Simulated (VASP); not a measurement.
A run of VASP 6.6.1 is set up as follows.

The input INCAR:

```
SYSTEM = Si3Ge
PREC = Accurate
ENCUT = 520
EDIFF = 1E-7
ISMEAR = 0
SIGMA = 0.02
LREAL = .FALSE.
LASPH = .TRUE.
NELM = 100
ALGO = Normal
ISIF = 2
LWAVE = .FALSE.
LCHARG = .FALSE.
GGA = PS
NBANDS = 21
```

File KPOINTS:

```
Automatic mesh
0
G
  12 12 6
  0 0 0
```

File POSCAR:

```
Si3Ge
1.0
    3.8625000000      0.0000000000      0.0000000000
   -1.9312500000      3.3450231221      0.0000000000
    0.0000000000      0.0000000000      6.3850000000
Ge Si
1 3
Direct
    0.3333333333      0.6666666667      0.0003905617
    0.6666666667      0.3333333333      0.4995959323
    0.3333333333      0.6666666667      0.3780490315
    0.6666666667      0.3333333333      0.8699644744
```

Potentials or basis: VASP PAW PBE potentials, release 64 (Ge_d, Si).

Command:

```sh
$ cat potpaw_PBE.64/Ge_d/POTCAR potpaw_PBE.64/Si/POTCAR > POTCAR
$ mpirun -np 1 vasp_std > vasp.out
```

(1) What does it give for the largest force?

(2) What does it give for the band gap on the k mesh?

Results:

(1) 0.009 eV/Å.

(2) 0.28 eV, indirect (least direct gap 0.63 eV).

Caveat: the PAW data sets were made with another functional, which shifts forces and pressure a little.
